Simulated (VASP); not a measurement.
A run of VASP 6.6.1:

The input INCAR:

```
SYSTEM = BiTe
PREC = Accurate
ENCUT = 520
EDIFF = 1E-7
ISMEAR = 0
SIGMA = 0.05
LREAL = .FALSE.
LASPH = .TRUE.
NELM = 60
ALGO = Normal
ISIF = 2
LWAVE = .FALSE.
LCHARG = .FALSE.
GGA = RP
NBANDS = 18
```

File KPOINTS:

```
regular mesh
0
G
  7 7 7
  0 0 0
```

POSCAR

```
BiTe
1.0
    2.4227077728      1.3987509848      3.3172919545
   -2.4227077728      1.3987509848      3.3172919545
    0.0000000000     -2.7975019696      3.3172919545
Bi Te
1 1
Direct
    0.5000000000      0.5000000000      0.5000000000
    0.0000000000      0.0000000000      0.0000000000
```

Potentials or basis: VASP PAW PBE potentials, release 64 (Bi_d, Te).

Command:

```sh
$ cat potpaw_PBE.64/Bi_d/POTCAR potpaw_PBE.64/Te/POTCAR > POTCAR
$ mpirun -np 1 vasp_std > vasp.out
```

Hardware: 1 thread of Intel(R) Xeon(R) Platinum 8488C (Sapphire Rapids), with other jobs on the host.

Task: How long does it take, and how much memory?

Result: It took 27 s on 1 thread of Intel(R) Xeon(R) Platinum 8488C (Sapphire Rapids) (shared host), peak memory 0.2 GiB. Counts: scf iterations 15, k points 44.
